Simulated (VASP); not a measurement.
A run of VASP 6.6.1:

INCAR

```
SYSTEM = CsCu4
  PREC = Accurate
  ENCUT = 820
  EDIFF = 1E-6
  ISMEAR = 0
  SIGMA = 0.1
  LREAL = .FALSE.
  LASPH = .TRUE.
  NELM = 120
  ALGO = Normal
  ISIF = 2
  LWAVE = .FALSE.
  LCHARG = .TRUE.
  GGA = PE
  LELF = .TRUE.
  LVHAR = .TRUE.
  NBANDS = 50
  GGA_COMPAT = .FALSE.
```

Contents of KPOINTS:

```
regular mesh
0
G
  4 4 4
  0 0 0
```

POSCAR

```
CsCu4
1.0
    4.5171416600      0.0000000000      0.0000000000
    0.0000000000      4.5171416600      0.0000000000
    0.0000000000      0.0000000000      4.5171416600
Cs Cu
1 4
Direct
    0.5000000000      0.5000000000      0.5000000000
    0.0000000000      0.5000000000      0.5000000000
    0.5000000000      0.5000000000      0.0000000000
    0.5000000000      0.0000000000      0.5000000000
    0.0000000000      0.0000000000      0.0000000000
```

Potentials or basis: VASP PAW PBE potentials, release 64 (Cs_sv, Cu_sv_GW).

Run with:

```sh
$ cat potpaw_PBE.64/Cs_sv/POTCAR potpaw_PBE.64/Cu_sv_GW/POTCAR > POTCAR
$ mpirun -np 1 vasp_std > vasp.out
```

Hardware: 1 thread of AMD EPYC 9R14 (Zen 4) (shared host).

Problem. Estimate the wall time of this run.

Solution. It took 2.2 min on 1 thread of AMD EPYC 9R14 (Zen 4) (shared host), peak memory 0.27 GiB. Counts: scf iterations 16, k points 10.
